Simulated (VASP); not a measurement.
# TiSe (P6_3/mmc) in VASP: further runs

The runs below take TiSe through single point, relaxation of shape and atoms at fixed volume, with PBEsol.

Everything below comes from runs of VASP 6.6.1. Logs are shortened: lines on timing, memory, paths and dates and some standing lists are left out, and cuts for length are marked.

### 1 The cell of the first run

The structure is hexagonal, space group P6_3/mmc (No. 194). Conventional cell: a = 3.399 Å, b = 3.399 Å, c = 6.789 Å, α = 90.00°, β = 90.00°, γ = 120.00°. Within 3.4 Å of Ti (site symmetry -3m) lie 6 Se at 2.59 Å and 8 Ti at 3.39 to 3.40 Å. Within 3.4 Å of Se (site symmetry -6m2) lie 6 Ti at 2.59 Å and 6 Se at 3.40 Å.

### 2 Single point, PBEsol (16.98 Å³/atom)

File INCAR:

```
SYSTEM = TiSe
  ALGO = Normal
  EDIFF = 1E-6
  ENCUT = 520
  GGA = PS
  ISIF = 2
  ISMEAR = 0
  LASPH = .True.
  LCHARG = .False.
  LREAL = .False.
  LWAVE = .False.
  NBANDS = 26
  NELM = 80
  PREC = Accurate
  SIGMA = 0.1
```

File KPOINTS:

```
k-points
0
Gamma
  12 12 8
  0 0 0
```

File POSCAR:

```
TiSe
1.0
    3.3990499672      0.0000000000      0.0000000000
   -1.6995249836      2.9436636203      0.0000000000
    0.0000000000      0.0000000000      6.7892079345
Ti Se
2 2
Direct
    0.0000000000      0.0000000000      0.0000000000
    0.0000000000      0.0000000000      0.5000000000
    0.3333333333      0.6666666667      0.2500000000
    0.6666666667      0.3333333333      0.7500000000
```

Potentials or basis: VASP PAW PBE potentials, release 64 (Ti_sv, Se).

Run with:

```sh
cat potpaw_PBE.64/Ti_sv/POTCAR potpaw_PBE.64/Se/POTCAR > POTCAR
mpirun -np 1 vasp_std > vasp.out
```

OUTCAR:

```text
SYSTEM = TiSe
   EDIFF = 1E-6
   ENCUT = 520
   GGA = PS
   ISIF = 2
   ISMEAR = 0
   LASPH = .True.
   LREAL = .False.
   NELM = 80
   PREC = Accurate

 ion  position               nearest neighbor table
   1  0.000  0.000  0.000-   3 2.59   4 2.59   3 2.59   4 2.59   4 2.59   3 2.59
   2  0.000  0.000  0.500-   3 2.59   4 2.59   3 2.59   4 2.59   4 2.59   3 2.59
   3  0.333  0.667  0.250-   1 2.59   2 2.59   1 2.59   2 2.59   1 2.59   2 2.59
   4  0.667  0.333  0.750-   1 2.59   2 2.59   1 2.59   2 2.59   1 2.59   2 2.59

  LATTYP: Found a hexagonal cell.
 ALAT       =     3.3990499672
 C/A-ratio  =     1.9973839749

  Lattice vectors:

 A1 = (   3.3990499672,   0.0000000000,   0.0000000000)
 A2 = (  -1.6995249836,   2.9436636203,   0.0000000000)
 A3 = (   0.0000000000,   0.0000000000,   6.7892079345)

Analysis of symmetry for initial positions (statically):
=====================================================================
 Subroutine PRICEL returns:
 Original cell was already a primitive cell.

 Routine SETGRP: Setting up the symmetry group for a
 hexagonal supercell.

 Subroutine GETGRP returns: Found 24 space group operations
 (whereof 12 operations were pure point group operations)
 out of a pool of 24 trial point group operations.

The static configuration has the point symmetry D_3d.
 The point group associated with its full space group is D_6h.

Analysis of symmetry for dynamics (positions and initial velocities):
=====================================================================
 Subroutine PRICEL returns:
 Original cell was already a primitive cell.

 Routine SETGRP: Setting up the symmetry group for a
 hexagonal supercell.

 Subroutine GETGRP returns: Found 24 space group operations
 (whereof 12 operations were pure point group operations)
 out of a pool of 24 trial point group operations.

The dynamic configuration has the point symmetry D_3d.
 The point group associated with its full space group is D_6h.

 Subroutine INISYM returns: Found 24 space group operations
 (whereof 12 operations are pure point group operations),
 and found     1 'primitive' translations

----------------------------------------------------------------------------------------

                                     Primitive cell

  volume of cell :      67.9305

  direct lattice vectors                    reciprocal lattice vectors
     3.399049967  0.000000000  0.000000000     0.294199853  0.169856364  0.000000000
    -1.699524984  2.943663620  0.000000000     0.000000000  0.339712728  0.000000000
     0.000000000  0.000000000  6.789207935     0.000000000  0.000000000  0.147292587

  length of vectors
     3.399049967  3.399049967  6.789207935     0.339712728  0.339712728  0.147292587

  position of ions in fractional coordinates (direct lattice)
     0.000000000  0.000000000  0.000000000
     0.000000000  0.000000000  0.500000000
     0.333333333  0.666666667  0.250000000
     0.666666667  0.333333333  0.750000000

  ion indices of the primitive-cell ions
   primitive index   ion index
                 1           1
                 2           2
                 3           3
                 4           4

----------------------------------------------------------------------------------------

 KPOINTS: k-points

Automatic generation of k-mesh.
 Grid dimensions read from file:
 generate k-points for:   12   12    8

 Generating k-lattice:

  Cartesian coordinates                     Fractional coordinates (reciprocal lattice)
     0.024516654  0.014154697  0.000000000     0.083333333  0.000000000  0.000000000
     0.000000000  0.028309394  0.000000000     0.000000000  0.083333333  0.000000000
     0.000000000  0.000000000  0.018411573     0.000000000  0.000000000  0.125000000

  Length of vectors
     0.028309394  0.028309394  0.018411573

  Shift w.r.t. Gamma in fractional coordinates (k-lattice)
     0.000000000  0.000000000  0.000000000

 Subroutine IBZKPT returns following result:
 ===========================================

 Found     95 irreducible k-points:

 Following reciprocal coordinates:
            Coordinates               Weight
  0.000000  0.000000  0.000000      1.000000
  0.083333 -0.000000  0.000000      6.000000
  0.166667  0.000000  0.000000      6.000000
  0.250000  0.000000  0.000000      6.000000
  0.333333  0.000000  0.000000      6.000000
  0.416667  0.000000  0.000000      6.000000
[... 16 lines left out ...]
  0.250000  0.000000  0.125000     12.000000
  0.333333  0.000000  0.125000     12.000000
 [... further k-points ...]
   k-points           NKPTS =     95   k-points in BZ     NKDIM =     95   number of bands    NBANDS=     26
   number of dos      NEDOS =    301   number of ions     NIONS =      4
   total plane-waves  NPLWV =  39200
   dimension x,y,z NGX =    28 NGY =   28 NGZ =   50
   dimension x,y,z NGXF=    56 NGYF=   56 NGZF=  100
   ions per type =               2   2
[... 66 lines left out ...]
 Fermi energy:         8.5951807241

 k-point     1 :       0.0000    0.0000    0.0000
  band No.  band energies     occupation
      1     -48.5291      2.00000
      2     -48.5216      2.00000
      3     -25.0437      2.00000
      4     -24.9265      2.00000
      5     -24.8506      2.00000
      6     -24.8506      2.00000
[... 18 lines left out ...]
     25      12.1209      0.00000
     26      12.3909      0.00000

 k-point     2 :       0.0833   -0.0000    0.0000
  band No.  band energies     occupation
      1     -48.5282      2.00000
      2     -48.5207      2.00000
      3     -25.0410      2.00000
      4     -24.9251      2.00000
      5     -24.8602      2.00000
      6     -24.8528      2.00000
[... 18 lines left out ...]
     25      11.8845      0.00000
     26      12.2859      0.00000

 k-point     3 :       0.1667    0.0000    0.0000
  band No.  band energies     occupation
      1     -48.5258      2.00000
      2     -48.5184      2.00000
      3     -25.0340      2.00000
      4     -24.9212      2.00000
      5     -24.8862      2.00000
      6     -24.8732      2.00000
[... 18 lines left out ...]
     25      11.2866      0.00000
     26      12.1416      0.00000

 k-point     4 :       0.2500    0.0000    0.0000
  band No.  band energies     occupation
      1     -48.5224      2.00000
      2     -48.5151      2.00000
      3     -25.0244      2.00000
      4     -24.9214      2.00000
      5     -24.9160      2.00000
      6     -24.9052      2.00000
[... 18 lines left out ...]
     25      10.8449      0.00000
     26      12.1908      0.00000

 k-point     5 :       0.3333    0.0000    0.0000
  band No.  band energies     occupation
      1     -48.5191      2.00000
      2     -48.5119      2.00000
      3     -25.0149      2.00000
      4     -24.9562      2.00000
      5     -24.9376      2.00000
      6     -24.9103      2.00000
[... 18 lines left out ...]
     25      11.4578      0.00000
     26      12.3952      0.00000

 k-point     6 :       0.4167    0.0000    0.0000
  band No.  band energies     occupation
      1     -48.5166      2.00000
      2     -48.5096      2.00000
      3     -25.0083      2.00000
      4     -24.9812      2.00000
      5     -24.9609      2.00000
      6     -24.9064      2.00000
[... 427 lines left out ...]
 k-point    21 :       0.0833   -0.0000    0.1250
  band No.  band energies     occupation
      1     -48.5279      2.00000
      2     -48.5210      2.00000
      3     -25.0367      2.00000
      4     -24.9296      2.00000
      5     -24.8597      2.00000
      6     -24.8524      2.00000
[... 18 lines left out ...]
     25      11.8188      0.00000
     26      12.1925      0.00000

 k-point    22 :       0.1667    0.0000    0.1250
  band No.  band energies     occupation
      1     -48.5255      2.00000
      2     -48.5186      2.00000
      3     -25.0298      2.00000
      4     -24.9256      2.00000
      5     -24.8856      2.00000
      6     -24.8737      2.00000
[... 18 lines left out ...]
     25      11.2561      0.00000
     26      12.0763      0.00000

 k-point    23 :       0.2500    0.0000    0.1250
  band No.  band energies     occupation
      1     -48.5221      2.00000
      2     -48.5154      2.00000
      3     -25.0203      2.00000
      4     -24.9221      2.00000
      5     -24.9189      2.00000
      6     -24.9058      2.00000
[... 18 lines left out ...]
     25      10.9953      0.00000
     26      12.1192      0.00000

 k-point    24 :       0.3333    0.0000    0.1250
  band No.  band energies     occupation
      1     -48.5188      2.00000
      2     -48.5122      2.00000
      3     -25.0110      2.00000
      4     -24.9555      2.00000
      5     -24.9383      2.00000
      6     -24.9143      2.00000
[... 18 lines left out ...]
     25      11.4360      0.00000
     26      12.2801      0.00000

 [... further k-points ...]

------------------------ aborting loop because EDIFF is reached ----------------------------------------

  FORCE on cell =-STRESS in cart. coord.  units (eV):
  Direction    XX          YY          ZZ          XY          YZ          ZX
  --------------------------------------------------------------------------------------
  -------------------------------------------------------------------------------------
  Total       -1.3541749     -1.3541749     -1.3402332     -0.0000000      0.0000000      0.0000000
  in kB      -31.9389406    -31.9389406    -31.6101188     -0.0000000      0.0000000      0.0000000
  external PRESSURE =     -31.8293333 kB  Pullay stress =       0.0000000 kB

 VOLUME and BASIS-vectors are now :
 -----------------------------------------------------------------------------
  energy-cutoff  :      520.00
  volume of cell :       67.93
      direct lattice vectors                 reciprocal lattice vectors
     3.399049967  0.000000000  0.000000000     0.294199853  0.169856364  0.000000000
    -1.699524984  2.943663620  0.000000000     0.000000000  0.339712728  0.000000000
     0.000000000  0.000000000  6.789207935     0.000000000  0.000000000  0.147292587

 POSITION                                       TOTAL-FORCE (eV/Angst)
 -----------------------------------------------------------------------------------
      0.00000      0.00000      0.00000        -0.000000      0.000000      0.000000
      0.00000      0.00000      3.39460        -0.000000      0.000000      0.000000
     -0.00000      1.96244      1.69730        -0.000000     -0.000000     -0.000000
      1.69952      0.98122      5.09191         0.000000      0.000000      0.000000
 -----------------------------------------------------------------------------------
    total drift:                               -0.000000      0.000000      0.000000

  FREE ENERGIE OF THE ION-ELECTRON SYSTEM (eV)
  ---------------------------------------------------
  free  energy   TOTEN  =       -29.1737326714 eV

  energy  without entropy=      -29.1597446770  energy(sigma->0) =      -29.16673867
```

Run time: 3.9 min. Hardware: 1 thread of AMD EPYC 7R13, shared host; peak memory 0.26 GiB.

What came out:

```
Free energy            : -29.1737 eV
Pressure               : -3.2 GPa
Band gap on the k mesh : zero (bands 18 and 19 overlap by 0.45 eV)
```

Levels at points of the mesh, in eV from the Fermi level:
```csv
k point,band 15,band 16,band 17,band 18,band 19,band 20,band 21,band 22
"(0.00, 0.00, 0.00)",-2.01,-0.87,-0.87,-0.21,-0.21,0.03,0.03,1.07
"(0.50, 0.00, 0.00)",-3.88,-2.60,-1.83,-0.91,0.57,1.59,1.72,1.78
"(0.00, 0.00, 0.50)",-2.50,-2.50,-0.06,-0.06,0.37,0.37,0.37,0.37
"(0.50, 0.00, 0.50)",-3.36,-3.36,-1.21,-1.21,1.56,1.56,1.65,1.65
```

Caveat: the cell stands under tension; the PAW data sets were made with another functional, which shifts forces and pressure a little.

### 3 Single point, PBEsol (17.48 Å³/atom)

This run uses another cell than the first one, of 17.48 Å³/atom.

File INCAR:

```
SYSTEM = TiSe
PREC = Accurate ; ENCUT = 520
EDIFF = 1E-7 ; ISMEAR = 0
SIGMA = 0.1 ; LREAL = .FALSE.
LASPH = .TRUE. ; NELM = 100
ALGO = Normal ; ISIF = 2
LWAVE = .FALSE. ; LCHARG = .FALSE.
GGA = PS ; NBANDS = 26
```

File KPOINTS:

```
Automatic mesh
0
G
  12 12 8
  0 0 0
```

File POSCAR:

```
TiSe
1.0
    3.4400540347      0.0000000000      0.0000000000
   -1.7200270173      2.9791741844      0.0000000000
    0.0000000000      0.0000000000      6.8213811986
Ti Se
2 2
Direct
    0.0000000000      0.0000000000      0.0000000000
    0.0000000000      0.0000000000      0.5000000000
    0.3333333333      0.6666666667      0.2500000000
    0.6666666667      0.3333333333      0.7500000000
```

Potentials or basis: VASP PAW PBE potentials, release 64 (Ti_sv, Se).

Run with:

```sh
cat potpaw_PBE.64/Ti_sv/POTCAR potpaw_PBE.64/Se/POTCAR > POTCAR
mpirun -np 1 vasp_std > vasp.out
```

Run time: 4.7 min. Hardware: 1 thread of AMD EPYC 7R13, shared host; peak memory 0.26 GiB.

Results (log left out):

| Quantity | Value |
| --- | --- |
| Free energy | -29.1163 eV |
| Pressure | -6.1 GPa |
| Band gap on the k mesh | zero (bands 18 and 19 overlap by 0.43 eV) |

Levels at points of the mesh, in eV from the Fermi level:
```tsv
k point	band 15	band 16	band 17	band 18	band 19	band 20	band 21	band 22
(0.00, 0.00, 0.00)	-1.92	-0.97	-0.97	-0.21	-0.21	0.01	0.01	1.03
(0.50, 0.00, 0.00)	-3.84	-2.63	-1.76	-0.85	0.55	1.50	1.62	1.71
(0.00, 0.00, 0.50)	-2.52	-2.52	-0.05	-0.05	0.35	0.35	0.35	0.35
(0.50, 0.00, 0.50)	-3.35	-3.35	-1.15	-1.15	1.50	1.50	1.56	1.56
```

Caveat: the cell stands under tension; the PAW data sets were made with another functional, which shifts forces and pressure a little.

### 4 Relaxation of shape and atoms at fixed volume, PBEsol (15.50 Å³/atom)

This run uses another cell than the first one, of 15.50 Å³/atom.

File INCAR:

```
  PREC = Accurate
  ENCUT = 600
  EDIFF = 1E-6
  ISMEAR = 0
  SIGMA = 0.1
  LREAL = F
  LASPH = T
  NELM = 60
  ALGO = Normal
  ISIF = 4
  LWAVE = F
  LCHARG = F
  GGA = PS
  IBRION = 2
  NSW = 50
  EDIFFG = -0.01
```

File KPOINTS:

```
regular mesh
0
Gamma
  12 12 8
```

File POSCAR:

```
TiSe
1.0
    3.2805888143      0.0000000000      0.0000000000
   -1.6402944072      2.8410732525      0.0000000000
    0.0000000000      0.0000000000      6.6515251464
Ti Se
2 2
Direct
    0.0000000000      0.0000000000      0.0000000000
    0.0000000000      0.0000000000      0.5000000000
    0.3333333333      0.6666666667      0.2500000000
    0.6666666667      0.3333333333      0.7500000000
```

Run with:

```sh
cat potpaw_PBE.64/Ti_sv/POTCAR potpaw_PBE.64/Se/POTCAR > POTCAR
mpirun -np 1 vasp_std > vasp.out
```

Run time: 7.4 min. Hardware: 1 thread of AMD EPYC 7R13, shared host; peak memory 0.28 GiB.

It converged, with:

- Free energy: -29.0821 eV
- Energy gained by relaxing: 0.3 meV/atom
- Ionic steps: 3
- Pressure after relaxing: 9.1 GPa
- Band gap on the k mesh: zero (bands 18 and 19 overlap by 0.51 eV)

Step by step:
```csv
step,energy change (eV),largest force (eV/Å),pressure (GPa),volume (Å³)
1,0.0000,0.0000,9.27,61.99
2,-0.0013,0.0000,9.13,61.99
3,-0.0014,0.0000,9.07,61.99
```

Final structure:
```
CELL_PARAMETERS angstrom
3.27159 0.00000 0.00000
-1.63579 2.83328 0.00000
0.00000 0.00000 6.68818
ATOMIC_POSITIONS crystal
Ti 0.00000 0.00000 0.00000
Ti 0.00000 0.00000 0.50000
Se 0.33333 0.66667 0.25000
Se 0.66667 0.33333 0.75000
```

Levels at points of the mesh, in eV from the Fermi level:
```csv
k point,band 15,band 16,band 17,band 18,band 19,band 20,band 21,band 22
"(0.00, 0.00, 0.00)",-2.33,-0.52,-0.52,-0.20,-0.20,0.08,0.08,1.22
"(0.50, 0.00, 0.00)",-4.00,-2.45,-2.09,-1.16,0.63,1.92,1.95,2.04
"(0.00, 0.00, 0.50)",-2.42,-2.42,-0.13,-0.13,0.46,0.46,0.46,0.46
"(0.50, 0.00, 0.50)",-3.40,-3.40,-1.43,-1.43,1.77,1.77,1.98,1.98
```

Caveat: the PAW data sets were made with another functional, which shifts forces and pressure a little.

### 5 Relaxation of shape and atoms at fixed volume, PBEsol (15.99 Å³/atom)

This run uses another cell than the first one, of 15.99 Å³/atom.

File INCAR:

```
SYSTEM = TiSe
PREC = Accurate ; ENCUT = 600
EDIFF = 1E-6 ; ISMEAR = 0
SIGMA = 0.1 ; LREAL = .FALSE.
LASPH = .TRUE. ; NELM = 80
ALGO = Normal ; ISIF = 4
LWAVE = .FALSE. ; LCHARG = .FALSE.
GGA = PS ; IBRION = 2
NSW = 50 ; EDIFFG = -0.01
```

File KPOINTS:

```
Automatic mesh
0
G
  12 12 8
  0 0 0
```

File POSCAR:

```
TiSe
1.0
    3.3237398149      0.0000000000      0.0000000000
   -1.6618699075      2.8784431153      0.0000000000
    0.0000000000      0.0000000000      6.6867437193
Ti Se
2 2
Direct
    0.0000000000      0.0000000000      0.0000000000
    0.0000000000      0.0000000000      0.5000000000
    0.3333333333      0.6666666667      0.2500000000
    0.6666666667      0.3333333333      0.7500000000
```

Run with:

```sh
cat potpaw_PBE.64/Ti_sv/POTCAR potpaw_PBE.64/Se/POTCAR > POTCAR
mpirun -np 1 vasp_std > vasp.out
```

Run time: 7.3 min. Hardware: 1 thread of AMD EPYC 7R13, shared host; peak memory 0.28 GiB.

Results (log left out):

* Free energy: -29.1645 eV
* Energy gained by relaxing: 0.3 meV/atom
* Ionic steps: 3
* Pressure after relaxing: 4.3 GPa
* Band gap on the k mesh: zero (bands 18 and 19 overlap by 0.49 eV)

Step by step:
| step | energy change (eV) | largest force (eV/Å) | pressure (GPa) | volume (Å³) |
| --- | --- | --- | --- | --- |
| 1 | 0.0000 | 0.0000 | 4.49 | 63.97 |
| 2 | -0.0012 | 0.0000 | 4.37 | 63.97 |
| 3 | -0.0013 | 0.0000 | 4.31 | 63.97 |

Final structure:
```
Ti Se
1.0
     3.31474    0.00000    0.00000
    -1.65737    2.87065    0.00000
     0.00000    0.00000    6.72310
Ti Se
2 2
Direct
  0.00000 0.00000 0.00000
  0.00000 0.00000 0.50000
  0.33333 0.66667 0.25000
  0.66667 0.33333 0.75000
```

Levels at points of the mesh, in eV from the Fermi level:
```tsv
k point	band 15	band 16	band 17	band 18	band 19	band 20	band 21	band 22
(0.00, 0.00, 0.00)	-2.22	-0.65	-0.65	-0.20	-0.20	0.06	0.06	1.17
(0.50, 0.00, 0.00)	-3.96	-2.51	-1.99	-1.07	0.61	1.80	1.89	1.93
(0.00, 0.00, 0.50)	-2.45	-2.45	-0.11	-0.11	0.43	0.43	0.43	0.43
(0.50, 0.00, 0.50)	-3.39	-3.39	-1.35	-1.35	1.70	1.70	1.86	1.86
```

Caveat: the PAW data sets were made with another functional, which shifts forces and pressure a little.

### 6 The runs side by side

```tsv
task	cell	cutoff (eV)	gap on the mesh (eV)	pressure (GPa)
single point	a = 3.399, b = 3.399, c = 6.789 Å, angles 90.0, 90.0, 120.0°, 4 atoms	520	none	-3.2
single point	a = 3.440, b = 3.440, c = 6.821 Å, angles 90.0, 90.0, 120.0°, 4 atoms	520	none	-6.1
relaxation of shape and atoms at fixed volume	relaxed from a = 3.281, b = 3.281, c = 6.652 Å, angles 90.0, 90.0, 120.0°, 4 atoms	600	none	9.1
relaxation of shape and atoms at fixed volume	relaxed from a = 3.324, b = 3.324, c = 6.687 Å, angles 90.0, 90.0, 120.0°, 4 atoms	600	none	4.3
```

Alike in all rows: level PBEsol; potentials or basis VASP PAW PBE potentials, release 64 (Ti_sv, Se); no spin polarisation; k mesh 12 × 12 × 8; smearing gaussian 0.1 eV.

Caveats: the PAW data sets were made with another functional, which shifts forces and pressure a little; the cell stands under tension (at least some runs).

Total energies depend on the potentials used, so only differences within one code and one set of settings carry meaning.
